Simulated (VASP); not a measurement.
# HfO2 (Fm-3m) in VASP: settings compared

The runs below take HfO2 through relaxation of cell and atoms, single point, with revPBE+D3(BJ), revPBE+D4, PBE, PBEsol+U, PBE-based screened hybrid with 15 % exact exchange.

All numbers are computed with VASP 6.6.1; they aren't measurements. Logs are shortened: lines on timing, memory, paths and dates and some standing lists are left out, and cuts for length are marked.

### 1 The cell of the first run

It takes space group Fm-3m (No. 225, cubic). Conventional cell: a = 5.115 Å, b = 5.115 Å, c = 5.115 Å, α = 90.00°, β = 90.00°, γ = 90.00°. Within 2.9 Å of Hf (site symmetry m-3m) lie 8 O at 2.21 Å. Within 2.9 Å of O (site symmetry -43m) lie 4 Hf at 2.21 Å and 6 O at 2.56 Å.

### 2 Relaxation of cell and atoms, revPBE+D3(BJ)

File INCAR:

```
SYSTEM = HfO2
  ALGO = Normal
  EDIFF = 1E-6
  EDIFFG = -0.01
  ENCUT = 600
  GGA = RE
  IBRION = 2
  ISIF = 3
  ISMEAR = -1
  IVDW = 12
  LASPH = .TRUE.
  LCHARG = .FALSE.
  LREAL = .FALSE.
  LWAVE = .FALSE.
  NELM = 80
  NSW = 60
  PREC = Accurate
  SIGMA = 0.05
```

File KPOINTS:

```
k-points
0
G
  9 9 9
  0 0 0
```

File POSCAR:

```
HfO2
1.0
    0.0000000000      2.5575000000      2.5575000000
    2.5575000000      0.0000000000      2.5575000000
    2.5575000000      2.5575000000      0.0000000000
Hf O
1 2
Direct
    0.0000000000      0.0000000000      0.0000000000
    0.7500000000      0.7500000000      0.7500000000
    0.2500000000      0.2500000000      0.2500000000
```

Potentials or basis: VASP PAW PBE potentials, release 64 (Hf_pv, O).

Launch:

```
> cat potpaw_PBE.64/Hf_pv/POTCAR potpaw_PBE.64/O/POTCAR > POTCAR
> mpirun -np 1 vasp_std > vasp.out
```

OUTCAR:

```text
SYSTEM = HfO2
   EDIFF = 1E-6
   EDIFFG = -0.01
   ENCUT = 600
   GGA = RE
   IBRION = 2
   ISIF = 3
   ISMEAR = -1
   IVDW = 12
   LASPH = .TRUE.
   LREAL = .FALSE.
   NELM = 80
   NSW = 60
   PREC = Accurate
 IVDW          = 12

 ion  position               nearest neighbor table
   1  0.000  0.000  0.000-   2 2.21   2 2.21   2 2.21   2 2.21   3 2.21   3 2.21   3 2.21   3 2.21

   2  0.750  0.750  0.750-   1 2.21   1 2.21   1 2.21   1 2.21
   3  0.250  0.250  0.250-   1 2.21   1 2.21   1 2.21   1 2.21

  LATTYP: Found a face centered cubic cell.
 ALAT       =     5.1150000000

  Lattice vectors:

 A1 = (   0.0000000000,   2.5575000000,   2.5575000000)
 A2 = (   2.5575000000,   0.0000000000,   2.5575000000)
 A3 = (   2.5575000000,   2.5575000000,   0.0000000000)

Analysis of symmetry for initial positions (statically):
=====================================================================
 Subroutine PRICEL returns:
 Original cell was already a primitive cell.

 Routine SETGRP: Setting up the symmetry group for a
 face centered cubic supercell.

 Subroutine GETGRP returns: Found 48 space group operations
 (whereof 48 operations were pure point group operations)
 out of a pool of 48 trial point group operations.

The static configuration has the point symmetry O_h .

Analysis of symmetry for dynamics (positions and initial velocities):
=====================================================================
 Subroutine PRICEL returns:
 Original cell was already a primitive cell.

 Routine SETGRP: Setting up the symmetry group for a
 face centered cubic supercell.

 Subroutine GETGRP returns: Found 48 space group operations
 (whereof 48 operations were pure point group operations)
 out of a pool of 48 trial point group operations.

The dynamic configuration has the point symmetry O_h .

 Subroutine INISYM returns: Found 48 space group operations
 (whereof 48 operations are pure point group operations),
 and found     1 'primitive' translations

----------------------------------------------------------------------------------------

                                     Primitive cell

  volume of cell :      33.4562

  direct lattice vectors                    reciprocal lattice vectors
     0.000000000  2.557500000  2.557500000    -0.195503421  0.195503421  0.195503421
     2.557500000  0.000000000  2.557500000     0.195503421 -0.195503421  0.195503421
     2.557500000  2.557500000  0.000000000     0.195503421  0.195503421 -0.195503421

  length of vectors
     3.616851186  3.616851186  3.616851186     0.338621859  0.338621859  0.338621859

[... 79 lines left out ...]
   LASPH  =      T    aspherical Exc in radial PAW
   ENCUT  =  600.0 eV  44.10 Ry    6.64 a.u.   7.22  7.22  7.22*2*pi/ulx,y,z
   NELM   =     80;   NELMIN=  2; NELMDL= -5     # of ELM steps
   EDIFF  = 0.1E-05   stopping-criterion for ELM
   LREAL  =      F    real-space projection
   EDIFFG = -.1E-01   stopping-criterion for IOM
   NSW    =     60    number of steps for IOM
   IBRION =      2    ionic relax: 0-MD 1-quasi-New 2-CG
   NFREE  =      1    steps in history (QN), initial steepest desc. (CG)
   ISIF   =      3    stress and relaxation
   ISYM   =      2    0-nonsym 1-usesym 2-fastsym
   POTIM  = 0.5000    time-step for ionic-motion
   TEBEG  =    0.0;   TEEND  =   0.0 temperature during run
   PSTRESS=    0.0 pullay stress
   NELECT =      22.0000    total number of electrons
   NUPDOWN=      -1.0000    fix difference up-down
   EMIN   =  10.00;   EMAX   =-10.00  energy-range for DOS
   EFERMI =   0.00;   METHOD = LEGACY
   ISMEAR =    -1;   SIGMA  =   0.05  broadening in eV -4-tet -1-fermi 0-gaus
   EFERMI_NEDOS =   21; number of points for ismear=-14 and -15
   IALGO  =     38    algorithm
   IMIX   =      4    mixing-type and parameters
     AMIX     =   0.40;   BMIX     =  1.00
     AMIX_MAG =   1.60;   BMIX_MAG =  1.00
  volume/ion in A,a.u.               =      11.15        75.26
  Fermi-wavevector in a.u.,A,eV,Ry     =   1.423607  2.690227 27.574337  2.026657
  Thomas-Fermi vector in A             =   2.544186
   LORBIT       =      0    0 simple, 1 ext, 2 COOP (PROOUT), +10 PAW based schemes
   GGA     = RE    functional components
   LHFCALC =     F    Hartree Fock is set to
   AEXX    =    0.0000 exact exchange contribution
   IVDW    =    12    specifies the selected vdW correction
   LEPSILON=     F    determine dielectric tensor
   LRPA    =     F    only Hartree local field effects (RPA)
 conjugate gradient relaxation of ions
 non-spin polarized calculation
  energy-cutoff  :      600.00
  volume of cell :       33.46
 maximum number of plane-waves:      1139
 NGX is ok and might be reduce to    30
   NGX = 15   NGY = 15   NGZ = 15

--------------------------------------- Ionic step        1  -------------------------------------------

 number of electron      21.9999993 magnetization

 Free energy of the ion-electron system (eV)
  ---------------------------------------------------
  ext. energy  EPLUGINS =         0.00000000
  ---------------------------------------------------
  free energy    TOTEN  =       -29.09730297 eV

  energy without entropy =      -29.09730297  energy(sigma->0) =      -29.09730297

------------------------ aborting loop because EDIFF is reached ----------------------------------------

 Edisp (eV)   -1.30989

 E8    (eV) :    -0.9021
[... 73 lines left out ...]
--------------------------------------- Ionic step        3  -------------------------------------------

 number of electron      21.9999999 magnetization

 Free energy of the ion-electron system (eV)
  ---------------------------------------------------
  ext. energy  EPLUGINS =         0.00000000
  ---------------------------------------------------
  free energy    TOTEN  =       -29.08031900 eV

  energy without entropy =      -29.08031900  energy(sigma->0) =      -29.08031900

 E-fermi :   5.4803     XC(G=0): -11.7665

 val. band max:        4.4403853601   @ k =  -0.4444   0.4444   0.0000
 cond. band min:       8.4641163358   @ k =   0.0000   0.0000   0.0000
 fundamental gap:      4.0237309757
 Fermi energy:         5.4803008261

 k-point     1 :       0.0000    0.0000    0.0000
  band No.  band energies     occupation
      1     -25.1725      2.00000
      2     -25.1725      2.00000
      3     -25.1725      2.00000
      4     -14.3747      2.00000
      5     -11.3077      2.00000
      6      -0.9194      2.00000
      7      -0.9194      2.00000
      8      -0.9194      2.00000
      9       3.8817      2.00000
     10       3.8817      2.00000
     11       3.8817      2.00000
     12       8.4641      0.00000
     13       8.4641      0.00000
     14      10.5524      0.00000
[... 401 lines left out ...]
      2     -25.2977      2.00000
      3     -25.2977      2.00000
      4     -12.5844      2.00000
      5     -12.2429      2.00000
      6      -1.8833      2.00000
      7       0.8854      2.00000
      8       0.8854      2.00000
      9       3.0558      2.00000
     10       3.0558      2.00000
     11       4.2458      2.00000
     12       8.4721      0.00000
     13      10.0573      0.00000
     14      11.4758      0.00000
     15      12.8046      0.00000

 [... further k-points ...]

------------------------ aborting loop because EDIFF is reached ----------------------------------------

 Edisp (eV)   -1.36732

 E8    (eV) :    -0.9422
[... 26 lines left out ...]
  FREE ENERGIE OF THE ION-ELECTRON SYSTEM (eV)
  ---------------------------------------------------
  free  energy   TOTEN  =       -30.4476436674 eV

  energy  without entropy=      -30.4476436674  energy(sigma->0) =      -30.44764367

 reached required accuracy - stopping structural energy minimisation
```

OSZICAR:

```text
N       E                     dE             d eps       ncg     rms          rms(c)
DAV:   1     0.110916386746E+03    0.11092E+03   -0.14127E+04  1050   0.162E+03
DAV:   2    -0.307826863009E+02   -0.14170E+03   -0.13827E+03  1330   0.339E+02
DAV:   3    -0.348687729316E+02   -0.40861E+01   -0.40825E+01  1372   0.566E+01
[... 28 lines left out ...]
DAV:   5    -0.290804662775E+02   -0.33647E-04   -0.70242E-04  1155   0.231E-01    0.129E+00
DAV:   6    -0.290806175405E+02   -0.15126E-03   -0.30919E-03  1295   0.338E-01    0.495E-01
DAV:   7    -0.290803166874E+02    0.30085E-03   -0.12299E-03  1197   0.248E-01    0.243E-01
DAV:   8    -0.290803167112E+02   -0.23768E-07   -0.35827E-05  1303   0.472E-02    0.115E-01
DAV:   9    -0.290803184141E+02   -0.17029E-05   -0.12965E-05  1232   0.294E-02    0.105E-02
DAV:  10    -0.290803189974E+02   -0.58331E-06   -0.28195E-06  1059   0.125E-02
   3 F= -.30447644E+02 E0= -.30447644E+02  d E =-.404506E-01
```

Wall time 28 s (1 thread of Intel Xeon 6975P-C (Granite Rapids), shared host); peak memory 0.19 GiB.

Results:

```yaml
Free_energy: -30.4476 eV
Relaxed_volume: 10.72 Å³/atom
Relaxed_cell: a = 3.569 Å, b = 3.569 Å, c = 3.569 Å, α = 60.00°, β = 60.00°, γ = 60.00°
Space_group_after_relaxing_to_0.1_Å: Fm-3m (No. 225)
Energy_gained_by_relaxing: 13.5 meV/atom
Ionic_steps: 3
Pressure_after_relaxing: -0.1 GPa
Band_gap_on_the_k_mesh: 4.02 eV (least direct gap 4.15 eV)
Dispersion_energy_per_atom: -0.456 eV
```

Step by step:
```tsv
step	energy change (eV)	largest force (eV/Å)	pressure (GPa)	volume (Å³)
1	0.0000	0.0000	-9.48	33.46
2	0.0466	0.0000	16.56	30.36
3	-0.0405	0.0000	-0.06	32.16
```

Final structure:
```yaml
crystal:
  lattice:
    - [0.00000, 2.52391, 2.52391]
    - [2.52391, 0.00000, 2.52391]
    - [2.52391, 2.52391, 0.00000]
  atoms:
    - { symbol: Hf, position: [0.00000, 0.00000, 0.00000] }
    - { symbol: O, position: [0.75000, 0.75000, 0.75000] }
    - { symbol: O, position: [0.25000, 0.25000, 0.25000] }
```

Levels at points of the mesh, in eV from the valence-band top:
| k point | band 7 | band 8 | band 9 | band 10 | band 11 | band 12 | band 13 | band 14 | band 15 |
| --- | --- | --- | --- | --- | --- | --- | --- | --- | --- |
| (0.00, 0.00, 0.00) | -5.36 | -5.36 | -0.56 | -0.56 | -0.56 | 4.02 | 4.02 | 6.11 | 10.65 |

Caveat: the PAW data sets were made with another functional, which shifts forces and pressure a little; spin-orbit coupling is left out, which moves the levels of the heavy elements; an odd mesh through Γ misses points on the zone boundary, where band edges can lie.

### 3 Relaxation of cell and atoms, revPBE+D4

File INCAR:

```
SYSTEM = HfO2
  PREC = Accurate
  ENCUT = 600
  EDIFF = 1E-6
  ISMEAR = -1
  SIGMA = 0.05
  LREAL = .False.
  LASPH = .True.
  NELM = 80
  ALGO = Normal
  ISIF = 3
  LWAVE = .False.
  LCHARG = .False.
  GGA = RE
  IVDW = 13
  IBRION = 2
  NSW = 60
  EDIFFG = -0.01
```

File KPOINTS:

```
Automatic mesh
0
Gamma
  9 9 9
  0 0 0
```

POSCAR is that of step 2.

Potentials or basis: VASP PAW PBE potentials, release 64 (Hf_pv, O).

Launch:

```
> cat potpaw_PBE.64/Hf_pv/POTCAR potpaw_PBE.64/O/POTCAR > POTCAR
> mpirun -np 1 vasp_std > vasp.out
```

Wall time 29 s (1 thread of Intel Xeon 6975P-C (Granite Rapids), shared host); peak memory 0.18 GiB.

Results (log left out):

* Free energy: -30.2120 eV
* Relaxed volume: 10.72 Å³/atom
* Relaxed cell: a = 3.569 Å, b = 3.569 Å, c = 3.569 Å, α = 60.00°, β = 60.00°, γ = 60.00°
* Space group after relaxing (to 0.1 Å): Fm-3m (No. 225)
* Energy gained by relaxing: 13.4 meV/atom
* Ionic steps: 3
* Pressure after relaxing: -0.1 GPa
* Band gap on the k mesh: 4.02 eV (least direct gap 4.15 eV)
* Dispersion energy per atom: -0.377 eV

Step by step:
| step | energy change (eV) | largest force (eV/Å) | pressure (GPa) | volume (Å³) |
| --- | --- | --- | --- | --- |
| 1 | 0.0000 | 0.0000 | -9.38 | 33.46 |
| 2 | 0.0411 | 0.0000 | 15.81 | 30.39 |
| 3 | -0.0403 | 0.0000 | -0.06 | 32.15 |

Final structure:
```
Hf O
1.0
     0.00000    2.52366    2.52366
     2.52366    0.00000    2.52366
     2.52366    2.52366    0.00000
Hf O
1 2
Cartesian
  0.0000 0.0000 0.0000
  3.7855 3.7855 3.7855
  1.2618 1.2618 1.2618
```

Levels at points of the mesh, in eV from the valence-band top:
```csv
k point,band 8,band 9,band 10,band 11,band 12,band 13,band 14,band 15
"(0.00, 0.00, 0.00)",-5.36,-0.56,-0.56,-0.56,4.02,4.02,6.11,10.66
```

Caveat: the PAW data sets were made with another functional, which shifts forces and pressure a little; spin-orbit coupling is left out, which moves the levels of the heavy elements; an odd mesh through Γ misses points on the zone boundary, where band edges can lie. As with any semilocal functional, this revPBE gap is likely too small.

### 4 Single point, PBE

File INCAR:

```
SYSTEM = HfO2
  PREC = Accurate
  ENCUT = 520
  EDIFF = 1E-6
  ISMEAR = -1
  SIGMA = 0.04
  LREAL = .False.
  LASPH = .True.
  NELM = 60
  ALGO = Normal
  ISIF = 2
  LWAVE = .False.
  LCHARG = .False.
  GGA = PE
  NBANDS = 18
```

File KPOINTS:

```
regular mesh
0
Gamma
  4 4 4
  0 0 0
```

POSCAR is that of step 3.

Potentials or basis: VASP PAW PBE potentials, release 64 (Hf_pv, O).

Launch:

```
> cat potpaw_PBE.64/Hf_pv/POTCAR potpaw_PBE.64/O/POTCAR > POTCAR
> mpirun -np 1 vasp_std > vasp.out
```

OUTCAR:

```text
SYSTEM = HfO2
   PREC = Accurate
   ENCUT = 520
   EDIFF = 1E-6
   ISMEAR = -1
   LREAL = .False.
   LASPH = .True.
   NELM = 60
   ISIF = 2
   GGA = PE

 ion  position               nearest neighbor table
   1  0.000  0.000  0.000-   2 2.21   2 2.21   2 2.21   2 2.21   3 2.21   3 2.21   3 2.21   3 2.21

   2  0.750  0.750  0.750-   1 2.21   1 2.21   1 2.21   1 2.21
   3  0.250  0.250  0.250-   1 2.21   1 2.21   1 2.21   1 2.21

  LATTYP: Found a face centered cubic cell.
 ALAT       =     5.1150000000

  Lattice vectors:

 A1 = (   0.0000000000,   2.5575000000,   2.5575000000)
 A2 = (   2.5575000000,   0.0000000000,   2.5575000000)
 A3 = (   2.5575000000,   2.5575000000,   0.0000000000)

Analysis of symmetry for initial positions (statically):
=====================================================================
 Subroutine PRICEL returns:
 Original cell was already a primitive cell.

 Routine SETGRP: Setting up the symmetry group for a
 face centered cubic supercell.

 Subroutine GETGRP returns: Found 48 space group operations
 (whereof 48 operations were pure point group operations)
 out of a pool of 48 trial point group operations.

[... 146 lines left out ...]

 E-fermi :   4.8999     XC(G=0): -11.6973

 val. band max:        4.0550179603   @ k =   0.5000   0.5000   0.0000
 cond. band min:       7.7839769092   @ k =   0.5000   0.5000   0.0000
 fundamental gap:      3.7289589490
 Fermi energy:         4.8998883052

 k-point     1 :       0.0000    0.0000    0.0000
  band No.  band energies     occupation
      1     -25.7564      2.00000
      2     -25.7564      2.00000
      3     -25.7564      2.00000
      4     -14.5136      2.00000
      5     -11.6114      2.00000
      6      -1.1271      2.00000
[... 145 lines left out ...]
      5     -12.6550      2.00000
      6      -1.1201      2.00000
[... 10 lines left out ...]
     17      16.7616      0.00000
     18      17.3060      0.00000

------------------------ aborting loop because EDIFF is reached ----------------------------------------

  FORCE on cell =-STRESS in cart. coord.  units (eV):
  Direction    XX          YY          ZZ          XY          YZ          ZX
  --------------------------------------------------------------------------------------
  -------------------------------------------------------------------------------------
  Total       -1.2504053     -1.2504053     -1.2504053      0.0000000      0.0000000     -0.0000000
  in kB      -59.8803676    -59.8803676    -59.8803676      0.0000000      0.0000000     -0.0000000
  external PRESSURE =     -59.8803676 kB  Pullay stress =       0.0000000 kB

 VOLUME and BASIS-vectors are now :
 -----------------------------------------------------------------------------
  energy-cutoff  :      520.00
  volume of cell :       33.46
      direct lattice vectors                 reciprocal lattice vectors
     0.000000000  2.557500000  2.557500000    -0.195503421  0.195503421  0.195503421
     2.557500000  0.000000000  2.557500000     0.195503421 -0.195503421  0.195503421
     2.557500000  2.557500000  0.000000000     0.195503421  0.195503421 -0.195503421

 POSITION                                       TOTAL-FORCE (eV/Angst)
 -----------------------------------------------------------------------------------
      0.00000      0.00000      0.00000         0.000000     -0.000000     -0.000000
      3.83625      3.83625      3.83625        -0.000000      0.000000      0.000000
      1.27875      1.27875      1.27875        -0.000000     -0.000000     -0.000000
 -----------------------------------------------------------------------------------
    total drift:                                0.000000      0.000000      0.000000

  FREE ENERGIE OF THE ION-ELECTRON SYSTEM (eV)
  ---------------------------------------------------
  free  energy   TOTEN  =       -30.2325056570 eV

  energy  without entropy=      -30.2325056569  energy(sigma->0) =      -30.23250566
```

OSZICAR:

```text
N       E                     dE             d eps       ncg     rms          rms(c)
DAV:   1     0.924536007514E+02    0.92454E+02   -0.12570E+04   288   0.121E+03
DAV:   2    -0.321222026256E+02   -0.12458E+03   -0.11961E+03   390   0.285E+02
DAV:   3    -0.360389842559E+02   -0.39168E+01   -0.39034E+01   322   0.452E+01
DAV:   4    -0.360629817291E+02   -0.23997E-01   -0.23993E-01   350   0.392E+00
DAV:   5    -0.360631351300E+02   -0.15340E-03   -0.15340E-03   322   0.291E-01    0.453E+01
DAV:   6    -0.303846630952E+02    0.56785E+01   -0.20803E+01   288   0.321E+01    0.402E+01
DAV:   7    -0.302755360049E+02    0.10913E+00   -0.66300E-01   324   0.675E+00    0.285E+01
DAV:   8    -0.302567374246E+02    0.18799E-01   -0.33112E-01   308   0.521E+00    0.958E+00
DAV:   9    -0.302320728964E+02    0.24665E-01   -0.67034E-02   298   0.224E+00    0.269E+00
DAV:  10    -0.302324700679E+02   -0.39717E-03   -0.33095E-03   316   0.437E-01    0.101E-01
DAV:  11    -0.302324885570E+02   -0.18489E-04   -0.18544E-04   328   0.111E-01    0.227E-01
DAV:  12    -0.302325048234E+02   -0.16266E-04   -0.46031E-05   322   0.452E-02    0.269E-02
DAV:  13    -0.302325056570E+02   -0.83358E-06   -0.15832E-06   308   0.947E-03
   1 F= -.30232506E+02 E0= -.30232506E+02  d E =-.566246E-10
```

Wall time 12 s (1 thread of Intel Xeon 8259CL, shared host); peak memory 0.16 GiB.

What came out:

| Property | Result |
| --- | --- |
| Free energy | -30.2325 eV |
| Pressure | -6.0 GPa |
| Band gap on the k mesh | 3.73 eV |

Caveat: the k points lie up to 0.53 Å⁻¹ apart; spin-orbit coupling is left out, which moves the levels of the heavy elements. Expect the measured gap to be larger: semilocal functionals such as PBE lack the derivative discontinuity.

[end of part 1 of 2]
